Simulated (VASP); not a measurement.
Input of a VASP 6.6.1 run:

Contents of POSCAR:

```
TiC
1.0
    4.3278286524      0.0000000000      0.0000000000
    0.0000000000     -4.3278286524      0.0000000000
    0.0000000000      0.0000000000     -4.3278286524
Ti C
4 4
Direct
    0.0000000000      1.0000000000      1.0000000000
    0.5000000000      0.5000000000      1.0000000000
    0.5000000000      1.0000000000      0.5000000000
    0.0000000000      0.5000000000      0.5000000000
    0.5000000000      0.0000000000      0.0000000000
    0.0000000000      0.5000000000      0.0000000000
    0.0000000000      0.0000000000      0.5000000000
    0.5000000000      0.5000000000      0.5000000000
```

Contents of INCAR.step1:

```
SYSTEM = TiC
PREC     = Accurate       ! precision mode
ENCUT    = 660            ! plane-wave cutoff, eV
ISMEAR   = 0              ! smearing method
SIGMA    = 0.1            ! smearing width, eV
LREAL    = .FALSE.        ! projectors in reciprocal space
LASPH    = .TRUE.         ! aspherical terms in the spheres
NELM     = 120            ! most SCF steps
NBANDS   = 42             ! bands
GGA      = PE             ! functional
ALGO     = Normal         ! electronic algorithm
EDIFF    = 1E-5           ! SCF threshold, eV
LWAVE    = .TRUE.         ! write WAVECAR
LCHARG   = .FALSE.        ! write CHGCAR
GGA_COMPAT= .FALSE.
```

The input INCAR.step2:

```
SYSTEM = TiC
PREC     = Accurate       ! precision mode
ENCUT    = 660            ! plane-wave cutoff, eV
EDIFF    = 1E-6           ! SCF threshold, eV
ISMEAR   = 0              ! smearing method
SIGMA    = 0.1            ! smearing width, eV
LREAL    = .FALSE.        ! projectors in reciprocal space
LASPH    = .TRUE.         ! aspherical terms in the spheres
NELM     = 120            ! most SCF steps
ALGO     = Normal         ! electronic algorithm
ISIF     = 2              ! what is computed and relaxed
LWAVE    = .FALSE.        ! write WAVECAR
LCHARG   = .FALSE.        ! write CHGCAR
METAGGA  = R2SCAN         ! meta-GGA
LMIXTAU  = .TRUE.       
NBANDS   = 42             ! bands
ISTART   = 1            
GGA_COMPAT= .FALSE.
```

Contents of KPOINTS:

```
regular mesh
0
G
  8 8 8
  0 0 0
```

Potentials or basis: VASP PAW PBE potentials, release 64 (Ti_sv, C).

Run with:

```bash
$ cat potpaw_PBE.64/Ti_sv/POTCAR potpaw_PBE.64/C/POTCAR > POTCAR
$ cp INCAR.step1 INCAR
$ mpirun -np 1 vasp_std > vasp.out
$ cp INCAR.step2 INCAR
$ mpirun -np 1 vasp_std > vasp.out
```

Task: Predict the pressure.

Result: 0.8 GPa.

Task: Estimate the band gap on the k mesh.

Result: Zero (bands 32 and 33 overlap by 0.83 eV).

Caveat: the PAW data sets were made with another functional, which shifts forces and pressure a little.
